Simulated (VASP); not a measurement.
## SnO (Romarchite): single point with PBE

The system is SnO (Romarchite).

```
Sn O
1.0
     3.78559    0.00000    0.00000
     0.00000    3.78559    0.00000
     0.00000    0.00000    4.51371
Sn O
2 2
Direct
  0.50000 0.00000 0.25725
  0.00000 0.50000 0.74275
  0.00000 0.00000 0.00000
  0.50000 0.50000 0.00000
```

| Quantity | Value |
| --- | --- |
| Program | VASP 6.6.1 |
| Task | single point |
| Functional | PBE |
| Potentials or basis | VASP PAW PBE potentials, release 64 (Sn_d, O) |
| Cutoff | 520 eV |
| k mesh | 6 × 6 × 6 |
| Occupations | fermi-dirac, width 0.1 eV |
| Spin | no spin polarisation |

| Property | Result |
| --- | --- |
| Pressure | 6.3 GPa |
| Largest force | 0.090 eV/Å |
| Band gap on the k mesh | zero (band 20 reaches 8.15 eV, above the bottom of band 21 at 7.66 eV) |

Forces in eV/Å, atoms in the order of the input:
```
Sn   0.000  0.000  0.090
Sn   0.000  0.000 -0.090
O    0.000  0.000  0.000
O    0.000  0.000  0.000
```

Levels at points of the mesh, in eV from the Fermi level:
| k point | band 17 | band 18 | band 19 | band 20 | band 21 | band 22 | band 23 | band 24 |
| --- | --- | --- | --- | --- | --- | --- | --- | --- |
| (0.00, 0.00, 0.00) | -3.56 | -3.22 | -3.22 | 0.02 | 2.52 | 4.23 | 4.23 | 5.37 |
| (0.50, 0.00, 0.00) | -4.94 | -4.94 | -2.98 | -2.98 | 3.60 | 3.60 | 5.72 | 5.72 |
| (0.50, 0.50, 0.00) | -2.56 | -2.56 | -1.96 | -1.96 | -0.47 | -0.47 | 4.61 | 4.61 |
| (0.00, 0.00, 0.50) | -3.24 | -3.24 | -2.51 | -2.22 | 1.79 | 2.38 | 2.38 | 3.36 |
| (0.50, 0.00, 0.50) | -4.87 | -4.87 | -1.80 | -1.80 | 2.99 | 2.99 | 5.04 | 5.04 |
| (0.50, 0.50, 0.50) | -3.12 | -3.12 | -2.56 | -2.56 | 2.14 | 2.14 | 4.77 | 4.77 |

Run time: 28 s on 1 thread of Intel(R) Xeon(R) 6975P-C (Granite Rapids), with other jobs on the host, peak memory 0.2 GiB.

Caveat: spin-orbit coupling is left out, which moves the levels of the heavy elements.
